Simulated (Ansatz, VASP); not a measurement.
# One calculation of Mo, two programs

The input INCAR:

```
ALGO = Normal ; EDIFF = 1E-6
EDIFFG = -0.001 ; ENCUT = 600
GGA = PS ; IBRION = 2
ISIF = 3 ; ISMEAR = -1
LASPH = True ; LCHARG = False
LREAL = False ; LWAVE = False
NELM = 100 ; NSW = 80
PREC = Accurate ; SIGMA = 0.15
```

Contents of KPOINTS:

```
k-points
0
Gamma
  16 16 16
```

The input POSCAR:

```
Mo
1.0
   -1.5645539182      1.5645539182      1.5645539182
    1.5645539182     -1.5645539182      1.5645539182
    1.5645539182      1.5645539182     -1.5645539182
Mo
1
Direct
    0.0000000000      0.0000000000      0.0000000000
```

Input for Ansatz:

```yaml
crystal:
  lattice:
    - [-1.5645539194, 1.5645539194, 1.5645539194]
    - [1.5645539194, -1.5645539194, 1.5645539194]
    - [1.5645539194, 1.5645539194, -1.5645539194]
  atoms:
    - { symbol: Mo, position: [0.0, 0.0, 0.0] }
basis:
  ecutwfc: 420
kpoints:
  mp_grid: { grid: [16, 16, 16] }
hamiltonian:
  xc: pbesol
  pseudopotentials: { kind: paw, azcp: { folder: soft_1 } }
scf:
  occupations: { method: fermi_dirac, width: 0.15 }
output:
  forces: true
  stress: true
  eigenvalues: true
relax:
  adjacent_minimum: "off"
  f_tol: 0.001
  max_steps: 60
  cell: { stress_tol: 0.01 }
```

Alike in both runs: task relaxation of cell and atoms; functional PBEsol; k mesh 16 × 16 × 16; occupations fermi-dirac, width 0.15 eV; no spin polarisation.

```csv
,VASP,Ansatz
version,VASP 6.6.1,Ansatz 0.2.0
potentials or method,"VASP PAW PBE potentials, release 64 (Mo_sv), cutoff 600 eV","scalar-relativistic, plane waves, PAW"
valence electrons in the cell,14,14
```

|  | VASP | Ansatz | Ansatz less VASP |
| --- | --- | --- | --- |
| gap on the k mesh at the Fermi level, each at its own relaxed structure (eV) | none | none | - |
| relaxed volume (Å³/atom) | 15.35 | 15.33 | -0.023 |
| relaxed cell length with the largest relative difference (Å) | 2.712 | 2.710 | -0.0013 |

VASP's potentials were made for PBE, not for PBEsol, and Ansatz warns of the same on its side. A gap of «none» marks a metal or a gap that the smearing closes.
